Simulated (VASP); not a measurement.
Cl: relaxation of cell and atoms with PBE

Crystal: Cl.

```
Cl
1.0
     3.29361    0.00000    0.00000
    -1.64681    2.85235    0.00000
     0.00000    0.00000    3.07747
Cl
1
Direct
  0.00000 0.00000 0.00000
```

| Property | Result |
| --- | --- |
| Program | VASP 6.6.1 |
| Task | relaxation of cell and atoms |
| Functional | PBE |
| Potentials or basis | VASP PAW PBE potentials, release 64 (Cl) |
| Cutoff | 600 eV |
| k mesh | 6 × 6 × 6 |
| Occupations | gaussian, width 0.1 eV |
| Spin | no spin polarisation |
| Dipole correction | no |
| Further INCAR settings | ALGO = Normal; EDIFF = 1e-06; IBRION = 2; EDIFFG = -0.04; NSW = 90; ISIF = 3 |

```json
{
 "Relaxed volume": "36.06 Å³/atom",
 "Relaxed cell": "a = 4.309 Å, b = 4.309 Å, c = 2.242 Å, α = 90.00°, β = 90.00°, γ = 120.00°",
 "Space group after relaxing (to 0.1 Å)": "P6/mmm (No. 191)",
 "Energy gained by relaxing": "659.1 meV/atom",
 "Ionic steps": "29",
 "Pressure after relaxing": "0.1 GPa",
 "Band gap on the k mesh": "zero (an odd number of electrons rules out a gap without spin polarisation)"
}
```

The path:
| step | energy change (eV) | largest force (eV/Å) | pressure (GPa) | volume (Å³) |
| --- | --- | --- | --- | --- |
| 1 | 0.0000 | 0.0000 | -4.40 | 28.91 |
| 2 | -0.0895 | 0.0000 | -3.36 | 25.71 |
| 3 | -0.1411 | 0.0000 | -0.55 | 22.77 |
| 4 | -0.1449 | 0.0000 | 1.38 | 21.64 |
| 5 | -0.1451 | 0.0000 | 0.81 | 21.92 |
| 6 | -0.1941 | 0.0000 | 1.37 | 21.68 |
| 7 | -0.3233 | 0.0000 | 3.74 | 21.10 |
| 8 | 0.0071 | 0.0000 | 30.93 | 19.45 |
| 9 | -0.3794 | 0.0000 | 5.37 | 20.85 |
| 10 | -0.3929 | 0.0000 | 13.23 | 20.21 |
| 11 | -0.4133 | 0.0000 | 8.67 | 20.52 |
| 12 | -0.4143 | 0.0000 | 9.75 | 20.43 |
| 13 | -0.4195 | 0.0000 | 10.23 | 20.48 |
| 14 | -0.4223 | 0.0000 | 11.72 | 20.60 |
| 15 | -0.4232 | 0.0000 | 11.21 | 20.57 |
| 16 | -0.4326 | 0.0000 | 10.82 | 20.71 |
| 17 | -0.4589 | 0.0000 | 9.71 | 21.17 |
| 18 | -0.5040 | 0.0000 | 7.75 | 22.09 |
| 19 | -0.5695 | 0.0000 | 4.74 | 24.00 |
| 20 | -0.6344 | 0.0000 | 1.10 | 28.11 |
| 21 | -0.6373 | 0.0000 | -1.84 | 37.53 |
| 22 | -0.6479 | 0.0000 | -1.17 | 33.95 |
| 23 | -0.6491 | 0.0000 | -0.82 | 32.66 |
| 24 | -0.6558 | 0.0000 | -0.01 | 33.09 |
| 25 | -0.6564 | 0.0000 | 0.35 | 33.25 |
| 26 | -0.6564 | 0.0000 | 0.36 | 33.26 |
| 27 | -0.6569 | 0.0000 | 0.33 | 33.53 |
| 28 | -0.6579 | 0.0000 | 0.23 | 34.36 |
| 29 | -0.6591 | 0.0000 | 0.07 | 36.06 |

Final structure:
```cif
data_structure
_symmetry_space_group_name_H-M 'P 1'
_symmetry_Int_Tables_number 1
_cell_length_a 4.3089
_cell_length_b 4.3089
_cell_length_c 2.2424
_cell_angle_alpha 90.000
_cell_angle_beta 90.000
_cell_angle_gamma 120.000
_cell_volume 36.06
loop_
_atom_site_label
_atom_site_type_symbol
_atom_site_fract_x
_atom_site_fract_y
_atom_site_fract_z
_atom_site_occupancy
Cl1 Cl 0.00000 0.00000 0.00000 1
```

Levels at points of the mesh, in eV from the Fermi level:
| k point | band 1 | band 2 | band 3 | band 4 | band 5 | band 6 | band 7 |
| --- | --- | --- | --- | --- | --- | --- | --- |
| (0.00, 0.00, 0.00) | -17.06 | -3.50 | -3.50 | 4.56 | 4.76 | 9.66 | 9.66 |
| (0.50, 0.00, 0.00) | -17.01 | -4.16 | -3.64 | 4.57 | 6.73 | 9.11 | 12.03 |
| (0.00, 0.00, 0.50) | -12.52 | -7.88 | -0.45 | -0.45 | 9.73 | 9.73 | 12.25 |
| (0.50, 0.00, 0.50) | -12.48 | -7.84 | -0.81 | -0.53 | 8.01 | 9.36 | 13.11 |

Wall time 51 s on 1 thread of Intel(R) Xeon(R) 6975P-C (Granite Rapids), on a shared host, peak memory 0.15 GiB.

Caveat: the k points lie up to 0.47 Å⁻¹ apart in the final cell, too coarse for converged energies and pressures of a metal; the volume moved by over 15 % at a fixed basis, so the end points are rough; an odd number of electrons without spin polarisation forces a metal; a magnetic or distorted state may lie lower.
